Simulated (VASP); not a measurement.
MgZn2TeSe2:

```xyz
6
Lattice="4.5609 0.0000 0.0000 0.0000 4.5609 0.0000 0.0000 0.0000 6.0463" Properties=species:S:1:pos:R:3 pbc="T T T"
Mg    0.0000    0.0000    3.0231
Zn    0.0000    2.2804    0.0000
Zn    2.2804    0.0000    0.0000
Te    0.0000    0.0000    0.0000
Se    2.2804    2.2804    1.6386
Se    2.2804    2.2804    4.4077
```

The cell was generated, and may not be a known phase.

- Program: VASP 6.6.1
- Task: relaxation of cell and atoms
- Functional: PBE
- Potentials or basis: VASP PAW PBE potentials, release 64 (Mg, Zn, Te, Se)
- Cutoff: 600 eV
- k mesh: 4 × 4 × 4
- Occupations: gaussian, width 0.1 eV
- Spin: no spin polarisation

At the start: pressure 19.4 GPa; volume 20.96 Å³/atom.

Problem. How do energy, volume and symmetry change on relaxing?

Solution. Over 13 steps the energy falls by 467.2 meV/atom and the volume is 26.01 Å³/atom (+24.1 %); space group P4/mmm (No. 123, to 0.1 Å) before and after.

Step by step:
```tsv
step	energy change (eV)	largest force (eV/Å)	pressure (GPa)	volume (Å³)
1	0.0000	0.4239	19.40	125.77
2	-2.2269	0.2765	-3.88	176.93
3	-2.3464	0.2792	-1.35	163.53
4	-2.3469	0.2817	-1.68	164.86
5	-2.5996	0.5381	-1.09	160.88
6	-2.7006	0.8920	-0.12	157.02
7	-2.7014	0.9429	0.06	156.48
8	-2.7711	0.4716	0.23	155.48
9	-2.7807	0.2079	0.45	154.95
10	-2.8016	0.0664	-0.17	156.82
11	-2.8023	0.0835	-0.08	156.53
12	-2.8032	0.0416	0.01	156.25
13	-2.8033	0.0070	0.09	156.04
```

Final structure:
```
Mg Zn Te Se
1.0
     5.28057    0.00000    0.00000
     0.00000    5.28057    0.00000
     0.00000    0.00000    5.59594
Mg Zn Te Se
1 2 1 2
Direct
  0.00000 0.00000 0.50000
  0.00000 0.50000 0.00000
  0.50000 0.00000 0.00000
  0.00000 0.00000 0.00000
  0.50000 0.50000 0.24885
  0.50000 0.50000 0.75115
```

Caveat: the volume moved by over 15 % at a fixed basis, so the end points are rough.
